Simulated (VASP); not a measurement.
# Si (I4/mmm) in VASP: a series of runs

Si is run at these levels: PBE; tasks: single point.

All numbers are computed with VASP 6.6.1; they aren't measurements. Logs are shortened: lines on timing, memory, paths and dates and some standing lists are left out, and cuts for length are marked.

### Step 1. The cell of the first run

Symmetry: I4/mmm, No. 139, tetragonal system. Conventional cell: a = 3.311 Å, b = 3.311 Å, c = 2.687 Å, α = 90.00°, β = 90.00°, γ = 90.00°. Within 3.5 Å of Si (site symmetry 4/mmm) lie 14 Si at 2.69 to 3.31 Å.

### Step 2. Single point, PBE

Contents of INCAR:

```
SYSTEM = Si
PREC = Accurate
ENCUT = 520
EDIFF = 1E-6
ISMEAR = -1
SIGMA = 0.1
LREAL = .False.
LASPH = .True.
NELM = 80
ALGO = Normal
ISIF = 2
LWAVE = .False.
LCHARG = .True.
GGA = PE
LELF = .True.
LVHAR = .True.
NBANDS = 8
```

Contents of KPOINTS:

```
Automatic mesh
0
Gamma
  14 14 14
  0 0 0
```

Contents of POSCAR:

```
Si
1.0
   -1.6553383904      1.6553383904      1.3433970323
    1.6553383904     -1.6553383904      1.3433970323
    1.6553383904      1.6553383904     -1.3433970323
Si
1
Direct
    0.0000000000      0.0000000000      0.0000000000
```

Potentials or basis: VASP PAW PBE potentials, release 64 (Si).

Command:

```console
$ cat potpaw_PBE.64/Si/POTCAR > POTCAR
$ mpirun -np 1 vasp_std > vasp.out
```

OUTCAR:

```text
SYSTEM = Si
   PREC = Accurate
   ENCUT = 520
   EDIFF = 1E-6
   ISMEAR = -1
   LREAL = .False.
   LASPH = .True.
   NELM = 80
   ISIF = 2
   GGA = PE

 ion  position               nearest neighbor table
   1  0.000  0.000  0.000-

  LATTYP: Found a body centered tetragonal cell.
 ALAT       =     3.3106767808
 C/A-ratio  =     0.8115543263

  Lattice vectors:

 A1 = (  -1.6553383904,   1.6553383904,   1.3433970323)
 A2 = (   1.6553383904,  -1.6553383904,   1.3433970323)
 A3 = (   1.6553383904,   1.6553383904,  -1.3433970323)

Analysis of symmetry for initial positions (statically):
=====================================================================
 Subroutine PRICEL returns:
 Original cell was already a primitive cell.

 Routine SETGRP: Setting up the symmetry group for a
 body centered tetragonal supercell.

 Subroutine GETGRP returns: Found 16 space group operations
 (whereof 16 operations were pure point group operations)
 out of a pool of 16 trial point group operations.

The static configuration has the point symmetry D_4h.

Analysis of symmetry for dynamics (positions and initial velocities):
=====================================================================
 Subroutine PRICEL returns:
 Original cell was already a primitive cell.

 Routine SETGRP: Setting up the symmetry group for a
 body centered tetragonal supercell.

 Subroutine GETGRP returns: Found 16 space group operations
 (whereof 16 operations were pure point group operations)
 out of a pool of 16 trial point group operations.

The dynamic configuration has the point symmetry D_4h.

 Subroutine INISYM returns: Found 16 space group operations
 (whereof 16 operations are pure point group operations),
 and found     1 'primitive' translations

----------------------------------------------------------------------------------------

                                     Primitive cell

  volume of cell :      14.7244

  direct lattice vectors                    reciprocal lattice vectors
    -1.655338390  1.655338390  1.343397032     0.000000000  0.302053044  0.372190788
     1.655338390 -1.655338390  1.343397032     0.302053044  0.000000000  0.372190788
     1.655338390  1.655338390 -1.343397032     0.302053044  0.302053044  0.000000000

  length of vectors
     2.699075019  2.699075019  2.699075019     0.479334981  0.479334981  0.427167512

  position of ions in fractional coordinates (direct lattice)
     0.000000000  0.000000000  0.000000000

  ion indices of the primitive-cell ions
   primitive index   ion index
                 1           1

----------------------------------------------------------------------------------------

 KPOINTS: Automatic mesh

Automatic generation of k-mesh.
 Grid dimensions read from file:
 generate k-points for:   14   14   14

 Generating k-lattice:

  Cartesian coordinates                     Fractional coordinates (reciprocal lattice)
     0.000000000  0.021575217  0.026585056     0.071428571  0.000000000  0.000000000
     0.021575217  0.000000000  0.026585056     0.000000000  0.071428571  0.000000000
     0.021575217  0.021575217  0.000000000     0.000000000  0.000000000  0.071428571

  Length of vectors
     0.034238213  0.034238213  0.030511965

  Shift w.r.t. Gamma in fractional coordinates (k-lattice)
     0.000000000  0.000000000  0.000000000

 Subroutine IBZKPT returns following result:
 ===========================================

 Found    244 irreducible k-points:

 Following reciprocal coordinates:
            Coordinates               Weight
  0.000000  0.000000  0.000000      1.000000
  0.071429  0.000000 -0.000000      8.000000
  0.142857  0.000000 -0.000000      8.000000
  0.214286  0.000000 -0.000000      8.000000
  0.285714  0.000000 -0.000000      8.000000
  0.357143  0.000000 -0.000000      8.000000
[... 16 lines left out ...]
  0.214286  0.142857 -0.000000     16.000000
  0.285714  0.142857 -0.000000     16.000000
 [... further k-points ...]
   k-points           NKPTS =    244   k-points in BZ     NKDIM =    244   number of bands    NBANDS=      8
   number of dos      NEDOS =    301   number of ions     NIONS =      1
   total plane-waves  NPLWV =   8000
   dimension x,y,z NGX =    20 NGY =   20 NGZ =   20
   dimension x,y,z NGXF=    40 NGYF=   40 NGZF=   40
   ions per type =               1
   NGX,Y,Z   is equivalent  to a cutoff of  12.32, 12.32, 12.32 a.u.
   NGXF,Y,Z  is equivalent  to a cutoff of  24.64, 24.64, 24.64 a.u.
 SYSTEM =  Si
   PREC   = accura    normal or accurate (medium, high low for compatibility)
   ISTART =      0    job   : 0-new  1-cont  2-samecut
   ICHARG =      2    charge: 1-file 2-atom 10-const
   ISPIN  =      1    spin polarized calculation?
   LNONCOLLINEAR =      F non collinear calculations
   LSORBIT =      F    spin-orbit coupling
   LASPH  =      T    aspherical Exc in radial PAW
   ENCUT  =  520.0 eV  38.22 Ry    6.18 a.u.   5.02  5.02  5.02*2*pi/ulx,y,z
   NELM   =     80;   NELMIN=  2; NELMDL= -5     # of ELM steps
   EDIFF  = 0.1E-05   stopping-criterion for ELM
   LREAL  =      F    real-space projection
   EDIFFG = 0.1E-04   stopping-criterion for IOM
   NSW    =      0    number of steps for IOM
   IBRION =     -1    ionic relax: 0-MD 1-quasi-New 2-CG
   NFREE  =      0    steps in history (QN), initial steepest desc. (CG)
   ISIF   =      2    stress and relaxation
   ISYM   =      2    0-nonsym 1-usesym 2-fastsym
   POTIM  = 0.5000    time-step for ionic-motion
   TEBEG  =    0.0;   TEEND  =   0.0 temperature during run
   PSTRESS=    0.0 pullay stress
   NELECT =       4.0000    total number of electrons
   NUPDOWN=      -1.0000    fix difference up-down
   EMIN   =  10.00;   EMAX   =-10.00  energy-range for DOS
   EFERMI =   0.00;   METHOD = LEGACY
   ISMEAR =    -1;   SIGMA  =   0.10  broadening in eV -4-tet -1-fermi 0-gaus
   EFERMI_NEDOS =   21; number of points for ismear=-14 and -15
   IALGO  =     38    algorithm
   IMIX   =      4    mixing-type and parameters
     AMIX     =   0.40;   BMIX     =  1.00
     AMIX_MAG =   1.60;   BMIX_MAG =  1.00
  volume/ion in A,a.u.               =      14.72        99.37
  Fermi-wavevector in a.u.,A,eV,Ry     =   1.060268  2.003615 15.295227  1.124167
  Thomas-Fermi vector in A             =   2.195643
   LORBIT       =      0    0 simple, 1 ext, 2 COOP (PROOUT), +10 PAW based schemes
   GGA     = PE    functional components
   LHFCALC =     F    Hartree Fock is set to
   AEXX    =    0.0000 exact exchange contribution
   IVDW    =     0    specifies the selected vdW correction
   LEPSILON=     F    determine dielectric tensor
   LRPA    =     F    only Hartree local field effects (RPA)
 non-spin polarized calculation
  energy-cutoff  :      520.00
  volume of cell :       14.72
 maximum number of plane-waves:       416
   NGX =  9   NGY =  9   NGZ =  9

 number of electron       4.0000000 magnetization

 Free energy of the ion-electron system (eV)
  ---------------------------------------------------
  ext. energy  EPLUGINS =         0.00000000
  ---------------------------------------------------
  free energy    TOTEN  =        -4.94388128 eV

  energy without entropy =       -4.92902264  energy(sigma->0) =       -4.93645196

 E-fermi :   9.9179     XC(G=0): -11.1129

 val. band max:        9.9109304929   @ k =  -0.3571   0.5000   0.3571
 cond. band min:       9.9291814369   @ k =  -0.3571  -0.4286   0.3571
 fundamental gap:      0.0182509440
 Fermi energy:         9.9178700899

 k-point     1 :       0.0000    0.0000    0.0000
  band No.  band energies     occupation
      1      -4.3750      2.00000
      2      19.3535      0.00000
      3      19.5290      0.00000
      4      19.5290      0.00000
      5      22.6532      0.00000
      6      23.0144      0.00000
      7      24.8155      0.00000
      8      24.8155      0.00000

 k-point     2 :       0.0714    0.0000   -0.0000
  band No.  band energies     occupation
      1      -4.2047      2.00000
      2      17.9454      0.00000
      3      19.0798      0.00000
      4      20.9929      0.00000
      5      21.1359      0.00000
      6      23.9984      0.00000
      7      24.0744      0.00000
      8      24.3108      0.00000

 k-point     3 :       0.1429    0.0000   -0.0000
  band No.  band energies     occupation
      1      -3.6947      2.00000
      2      16.7057      0.00000
      3      18.0598      0.00000
      4      18.4850      0.00000
      5      21.1191      0.00000
      6      23.2305      0.00000
      7      24.3139      0.00000
      8      25.6342      0.00000

 k-point     4 :       0.2143    0.0000   -0.0000
  band No.  band energies     occupation
      1      -2.8473      2.00000
      2      15.0668      0.00000
      3      15.7477      0.00000
      4      17.4918      0.00000
      5      19.7194      0.00000
      6      21.9525      0.00000
      7      26.4289      0.00000
      8      26.8844      0.00000

 k-point     5 :       0.2857    0.0000   -0.0000
  band No.  band energies     occupation
      1      -1.6668      2.00000
      2      11.9232      0.00000
      3      15.0740      0.00000
      4      16.8757      0.00000
      5      18.3315      0.00000
      6      20.7318      0.00000
      7      26.9281      0.00000
      8      29.0325      0.00000
[... 177 lines left out ...]
 k-point    22 :       0.1429    0.1429   -0.0000
  band No.  band energies     occupation
      1      -2.1991      2.00000
      2      14.2262      0.00000
      3      15.3567      0.00000
      4      15.4851      0.00000
      5      20.8149      0.00000
      6      21.9890      0.00000
      7      24.4590      0.00000
      8      24.6698      0.00000

 k-point    23 :       0.2143    0.1429   -0.0000
  band No.  band energies     occupation
      1      -0.9520      2.00000
      2      11.5405      0.00000
      3      13.5568      0.00000
      4      14.9469      0.00000
      5      20.2742      0.00000
      6      21.9332      0.00000
      7      24.2797      0.00000
      8      26.4674      0.00000

 k-point    24 :       0.2857    0.1429   -0.0000
  band No.  band energies     occupation
      1       0.6206      2.00000
      2       8.7221      1.99999
      3      12.3313      0.00000
      4      14.6905      0.00000
      5      19.5774      0.00000
      6      21.7421      0.00000
      7      24.5815      0.00000
      8      29.1602      0.00000

 [... further k-points ...]
[... 5 lines left out ...]
  --------------------------------------------------------------------------------------
  -------------------------------------------------------------------------------------
  Total       -0.0666457     -0.0666457     -0.2388011      0.0000000      0.0000000      0.0000000
  in kB       -7.2517825     -7.2517825    -25.9841727      0.0000000      0.0000000      0.0000000
  external PRESSURE =     -13.4959126 kB  Pullay stress =       0.0000000 kB

 VOLUME and BASIS-vectors are now :
 -----------------------------------------------------------------------------
  energy-cutoff  :      520.00
  volume of cell :       14.72
      direct lattice vectors                 reciprocal lattice vectors
    -1.655338390  1.655338390  1.343397032     0.000000000  0.302053044  0.372190788
     1.655338390 -1.655338390  1.343397032     0.302053044  0.000000000  0.372190788
     1.655338390  1.655338390 -1.343397032     0.302053044  0.302053044  0.000000000

 POSITION                                       TOTAL-FORCE (eV/Angst)
 -----------------------------------------------------------------------------------
      0.00000      0.00000      0.00000         0.000000      0.000000      0.000000
 -----------------------------------------------------------------------------------
    total drift:                                0.000000      0.000000     -0.000000

  FREE ENERGIE OF THE ION-ELECTRON SYSTEM (eV)
  ---------------------------------------------------
  free  energy   TOTEN  =        -4.9438812829 eV

  energy  without entropy=       -4.9290226360  energy(sigma->0) =       -4.93645196
```

It took 14 s on 1 thread of Intel Xeon Platinum 8375C at 2.90GHz (Ice Lake), shared host; peak memory 0.13 GiB.

Results:

- Free energy: -4.9439 eV
- Pressure: -1.3 GPa
- Band gap on the k mesh: zero (band 2 reaches 19.35 eV, above the bottom of band 3 at 6.60 eV)

### Step 3. Single point, PBE

This run uses another cell than the first one, of 15.10 Å³/atom, 1.025 times its volume.

Contents of INCAR:

```
SYSTEM = Si
ALGO     = Normal         ! electronic algorithm
EDIFF    = 1E-6           ! SCF threshold, eV
ENCUT    = 520            ! plane-wave cutoff, eV
GGA      = PE             ! functional
ISIF     = 2              ! what is computed and relaxed
ISMEAR   = -1             ! smearing method
LASPH    = .True.         ! aspherical terms in the spheres
LCHARG   = .False.        ! write CHGCAR
LREAL    = .False.        ! projectors in reciprocal space
LWAVE    = .False.        ! write WAVECAR
NBANDS   = 8              ! bands
NELM     = 100            ! most SCF steps
PREC     = Accurate       ! precision mode
SIGMA    = 0.1            ! smearing width, eV
```

Contents of KPOINTS:

```
k-points
0
Gamma
  14 14 14
  0 0 0
```

Contents of POSCAR:

```
Si
1.0
   -1.6691912386      1.6691912386      1.3546393711
    1.6691912386     -1.6691912386      1.3546393711
    1.6691912386      1.6691912386     -1.3546393711
Si
1
Direct
    0.0000000000      0.0000000000      0.0000000000
```

Potentials or basis: VASP PAW PBE potentials, release 64 (Si).

Command:

```console
$ cat potpaw_PBE.64/Si/POTCAR > POTCAR
$ mpirun -np 1 vasp_std > vasp.out
```

Run time: 12 s. Hardware: 1 thread of Intel Xeon Platinum 8375C at 2.90GHz (Ice Lake), shared host; peak memory 0.13 GiB.

The run converged. Its results:

```
Free energy            : -4.9385 eV
Pressure               : -3.2 GPa
Band gap on the k mesh : zero (band 2 reaches 18.96 eV, above the bottom of band 3 at 6.33 eV)
```

Stress tensor (GPa, compression positive):
```
-2.51  0.00  0.00
 0.00 -2.51  0.00
 0.00  0.00 -4.69
```

Levels at points of the mesh, in eV from the Fermi level:
```
           k point  band 1  band 2  band 3  band 4  band 5  band 6  band 7
(0.00, 0.00, 0.00)  -14.06    9.37    9.37    9.39   12.62   12.73   14.75
(0.50, 0.00, 0.00)   -6.05   -5.98    4.42    6.16    6.31    8.79   17.99
(0.50, 0.50, 0.00)   -8.31   -6.92    8.34   10.85   11.21   11.39   16.71
(0.50, 0.50, 0.50)   -2.27   -2.27   -1.78    1.46    3.88    6.25   24.26
```
